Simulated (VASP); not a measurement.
Write the native input for VASP 6.6.1 that does the following.

```yaml
Task: single point
Functional: PBEsol
Potentials_or_basis: VASP PAW PBE potentials, release 64 (Si, W_sv)
Cutoff: 520 eV
k_mesh: 12 × 12 × 6
Occupations: gaussian, width 0.15 eV
Spin: no spin polarisation
Dipole_correction: no
Further_INCAR_settings: ALGO = Normal; EDIFF = 1e-06; NBANDS = 43
```

The structure of Si2W lies in POSCAR:

```
Si2W
1.0
    4.5760866017      0.0000000000      0.0000000000
   -2.2880433009      3.9630072470      0.0000000000
    0.0000000000      0.0000000000      6.6033074698
Si W
6 3
Direct
    0.8621758234      0.6723587749      0.4941876982
    0.1378241766      0.8101829515      0.8391456351
    0.6723587749      0.8621758234      0.1724789685
    0.1898170485      0.3276412251      0.5058123018
    0.8101829515      0.1378241766      0.8275210315
    0.3276412251      0.1898170485      0.1608543649
    0.0000000000      0.4969700771      0.1666666667
    0.5030299229      0.5030299229      0.8333333333
    0.4969700771      0.0000000000      0.5000000000
```

This cell differs from its parent crystal: atoms displaced along a vibrational mode.

These files were run (other wordings do the same):

INCAR

```
SYSTEM = Si2W
PREC = Accurate ; ENCUT = 520
EDIFF = 1E-6 ; ISMEAR = 0
SIGMA = 0.15 ; LREAL = .False.
LASPH = .True. ; NELM = 80
ALGO = Normal ; ISIF = 2
LWAVE = .False. ; LCHARG = .False.
GGA = PS ; NBANDS = 43
```

KPOINTS

```
Automatic mesh
0
Gamma
  12 12 6
  0 0 0
```

Potentials or basis: VASP PAW PBE potentials, release 64 (Si, W_sv).

The run is started by

```console
$ cat potpaw_PBE.64/Si/POTCAR potpaw_PBE.64/W_sv/POTCAR > POTCAR
$ mpirun -np 1 vasp_std > vasp.out
```

Results of the run:

```yaml
Pressure: 2.5 GPa
Largest_force: 1.126 eV/Å
Band_gap_on_the_k_mesh: 0.10 eV (least direct gap 0.74 eV)
```

Caveat: the cell differs from its parent crystal (atoms displaced along a vibrational mode); the PAW data sets were made with another functional, which shifts forces and pressure a little; spin-orbit coupling is left out, which moves the levels of the heavy elements.

Wall time 8.2 min on 1 thread of Intel(R) Xeon(R) Platinum 8259CL CPU @ 2.50GHz (Skylake/Cascade Lake), on a shared host, peak memory 0.51 GiB.
